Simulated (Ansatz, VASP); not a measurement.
As2I3 in VASP and in Ansatz

```
As I
1.0
     4.67086    0.00000    0.00000
    -2.33543    4.04509    0.00000
     0.00000    0.00000    9.60538
As I
2 3
Direct
  0.33333 0.66667 0.16383
  0.66667 0.33333 0.83617
  0.00000 0.00000 0.00000
  0.33333 0.66667 0.70415
  0.66667 0.33333 0.29585
```

Alike in both runs: functional PBE; k mesh 6 × 6 × 2; occupations gaussian, width 0.1 eV; no spin polarisation.

Ansatz relaxed the structure, and its values are those at the end. VASP's run is a single point on that final structure, the one shown.

|  | VASP | Ansatz |
| --- | --- | --- |
| version | VASP 6.6.1 | Ansatz 0.2.0 |
| potentials or method | VASP PAW PBE potentials, release 64 (As, I), cutoff 520 eV | scalar-relativistic, plane waves, PAW |
| valence electrons in the cell | 31 | 81 |

```csv
,VASP,Ansatz,Ansatz less VASP
gap on the k mesh at the Fermi level (eV),none,none,-
pressure (GPa),0.0,0.0,+0.02
rms of the force components (eV/Å),0.003,0.003,+0.0002
```

A gap of «none» marks a metal or a gap that the smearing closes. VASP's potentials hold 31 valence electrons a cell and Ansatz's 81, so a difference there can come from the potentials and not from the codes.

Neither program's run includes spin-orbit coupling.
